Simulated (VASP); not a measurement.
Runs of VASP 6.6.1 on BaTe. The structure is that of space group P-6m2 (No. 187), or close to it. The cells are those of the table. The cell was built from a structure type or drawn by symmetry, and may not be a known phase.

```tsv
task	cell	k mesh	cutoff (eV)	smearing	gap on the mesh (eV)	pressure (GPa)	relaxed volume (Å³/atom)
single point	a = 4.809, b = 4.809, c = 4.411 Å, angles 90.0, 90.0, 120.0°, 2 atoms	6 × 6 × 6	520	gaussian 0.02 eV	(a)	(b)	-
relaxation of cell and atoms	relaxed from a = 4.836, b = 4.836, c = 4.708 Å, angles 90.0, 90.0, 120.0°, 2 atoms	6 × 6 × 6	600	gaussian 0.02 eV	1.49	0.0	44.68
relaxation of cell and atoms	relaxed from a = 4.809, b = 4.809, c = 4.411 Å, angles 90.0, 90.0, 120.0°, 2 atoms	6 × 6 × 6	600	gaussian 0.02 eV	1.49	0.0	44.65
single point	a = 4.836, b = 4.836, c = 4.708 Å, angles 90.0, 90.0, 120.0°, 2 atoms	6 × 6 × 4	520	gaussian 0.1 eV	1.61	-1.8	-
```

Alike in all rows: level PBE; potentials or basis VASP PAW PBE potentials, release 64 (Ba_sv, Te); no spin polarisation.

Estimate the missing entries.

(a) 1.47; (b) 0.3.

Caveats: spin-orbit coupling is left out, which moves the levels of the heavy elements.

A k mesh can miss the band edges, and the runs leave out spin-orbit coupling on Ba, Te.
